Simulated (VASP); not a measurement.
A run of VASP 6.6.1 is set up as follows.

Contents of INCAR:

```
SYSTEM = Ba
PREC     = Accurate       ! precision mode
ENCUT    = 520            ! plane-wave cutoff, eV
EDIFF    = 1E-6           ! SCF threshold, eV
ISMEAR   = -1             ! smearing method
SIGMA    = 0.05           ! smearing width, eV
LREAL    = .FALSE.        ! projectors in reciprocal space
LASPH    = .TRUE.         ! aspherical terms in the spheres
NELM     = 80             ! most SCF steps
ALGO     = Normal         ! electronic algorithm
ISIF     = 2              ! what is computed and relaxed
LWAVE    = .FALSE.        ! write WAVECAR
LCHARG   = .FALSE.        ! write CHGCAR
GGA      = PE             ! functional
NBANDS   = 17             ! bands
```

The input KPOINTS:

```
Automatic mesh
0
G
  9 9 9
  0 0 0
```

The input POSCAR:

```
Ba
1.0
    0.0000000000      3.0470843684      3.0470843684
    3.0470843684      0.0000000000      3.0470843684
    3.0470843684      3.0470843684      0.0000000000
Ba
2
Direct
   -0.1250000000     -0.1250000000     -0.1250000000
    0.1250000000      0.1250000000      0.1250000000
```

Potentials or basis: VASP PAW PBE potentials, release 64 (Ba_sv).

Run with:

```sh
$ cat potpaw_PBE.64/Ba_sv/POTCAR > POTCAR
$ mpirun -np 1 vasp_std > vasp.out
```

What does it give for the pressure?

59.3 GPa.

Estimate the band gap on the k mesh.

zero (band 10 reaches 5.12 eV, above the bottom of band 11 at 4.18 eV).

Caveat: spin-orbit coupling is left out, which moves the levels of the heavy elements.
